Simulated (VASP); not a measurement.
Input of a VASP 6.6.1 run:

The input INCAR:

```
PREC = Accurate
ENCUT = 520
EDIFF = 1E-7
ISMEAR = 0
SIGMA = 0.1
LREAL = F
LASPH = T
NELM = 100
ALGO = Normal
ISIF = 2
LWAVE = F
LCHARG = T
GGA = PS
LELF = T
LVHAR = T
NBANDS = 19
```

KPOINTS

```
regular mesh
0
Gamma
  6 6 6
```

The input POSCAR:

```
Os
1.0
    4.2853257770      0.0000000000      0.0000000000
   -2.1426628885      3.7112009864      0.0000000000
    0.0000000000      0.0000000000      2.6989017117
Os
3
Direct
    0.0000000000      0.0000000000      0.0000000000
    0.3333333333      0.6666666667      0.5000000000
    0.6666666667      0.3333333333      0.5000000000
```

Potentials or basis: VASP PAW PBE potentials, release 64 (Os).

Launch:

```sh
$ cat potpaw_PBE.64/Os/POTCAR > POTCAR
$ mpirun -np 1 vasp_std > vasp.out
```

**Question.** Predict the band gap on the k mesh.

**Answer.** Zero (band 12 reaches 10.53 eV, above the bottom of band 13 at 7.61 eV).

**Question.** Predict the pressure.

**Answer.** 0.2 GPa.

Caveat: the k points lie up to 0.39 Å⁻¹ apart; the PAW data sets were made with another functional, which shifts forces and pressure a little; spin-orbit coupling is left out, which moves the levels of the heavy elements.
